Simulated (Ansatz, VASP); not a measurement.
## Ir: VASP and Ansatz over several settings

```
CELL_PARAMETERS angstrom
0.00000 1.95317 1.95317
1.95317 0.00000 1.95317
1.95317 1.95317 0.00000
ATOMIC_POSITIONS crystal
Ir 0.00000 0.00000 0.00000
```

Single points on this cell with VASP 6.6.1 and Ansatz 0.2.0. Each row is one pair of runs. Alike in all rows: spin: off; smearing: fermi-dirac, width 0.05 eV.

```tsv
level	k mesh	VASP's potentials, cutoff	Ansatz's potentials, cutoff	gap on the k mesh at the Fermi level (eV), VASP	gap on the k mesh at the Fermi level (eV), Ansatz	pressure (GPa), VASP	pressure (GPa), Ansatz
LDA	12 × 12 × 12	VASP PAW LDA potentials, release 64 (Ir_sv_GW), 500 eV	Ansatz PAW, 420 eV	none	?	-27.1	?
r2SCAN	12 × 12 × 12	VASP PAW PBE potentials, release 64 (Ir_sv_GW), 550 eV	Ansatz PAW, 500 eV	none	none	-18.5	-16.4
r2SCANh	6 × 6 × 6	VASP PAW PBE potentials, release 64 (Ir), 520 eV	Ansatz PAW, 500 eV	none	none	-17.4	-19.6
```

Question: Fill in what Ansatz gave in row 1.

Answer: gap on the k mesh at the Fermi level (eV): none; pressure (GPa): -25.3.

VASP's potentials hold 9 valence electrons a cell and Ansatz's 17 in some rows, so a difference there can come from the potentials and not from the codes.

A gap of «none» marks a metal or a gap that the smearing closes.

The k mesh is coarse in some rows, so the values compare programs but aren't converged. Neither program's run includes spin-orbit coupling.
